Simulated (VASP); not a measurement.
Set up this calculation in VASP 6.6.1, as the native input.

| Quantity | Value |
| --- | --- |
| Task | single point |
| Functional | PBE |
| Potentials or basis | VASP PAW PBE potentials, release 64 (Li_sv, Cl) |
| Cutoff | 520 eV |
| k mesh | 8 × 8 × 8 |
| Occupations | fermi-dirac, width 0.02 eV |
| Spin | no spin polarisation |
| Dipole correction | no |
| Further INCAR settings | ALGO = Normal; EDIFF = 1e-07; NBANDS = 12 |

The structure of LiCl lies in POSCAR:

```
LiCl
1.0
    0.0000000000      2.6362965541      2.5560369926
    2.6362965541      0.0000000000      2.5560369926
    2.6362965541      2.6362965541      0.0000000000
Li Cl
1 1
Direct
    0.0000000000      0.0000000000      0.0000000000
    0.5000000000      0.5000000000      0.5000000000
```

This cell differs from its parent crystal: biaxial xy strain +3.1%.

The input as run:

INCAR

```
PREC = Accurate ; ENCUT = 520
EDIFF = 1E-7 ; ISMEAR = -1
SIGMA = 0.02 ; LREAL = F
LASPH = T ; NELM = 60
ALGO = Normal ; ISIF = 2
LWAVE = F ; LCHARG = T
GGA = PE ; LELF = T
LVHAR = T ; NBANDS = 12
```

KPOINTS

```
Automatic mesh
0
Gamma
  8 8 8
```

Potentials or basis: VASP PAW PBE potentials, release 64 (Li_sv, Cl).

Command:

```sh
$ cat potpaw_PBE.64/Li_sv/POTCAR potpaw_PBE.64/Cl/POTCAR > POTCAR
$ mpirun -np 1 vasp_std > vasp.out
```

It gave:

The band gap on the k mesh is 6.03 eV, direct.

Caveat: the cell differs from its parent crystal (biaxial xy strain +3.1%).

Run time: 40 s on 1 thread of Oxide Virtual Turin-like Processor, on a shared host, peak memory 0.12 GiB.
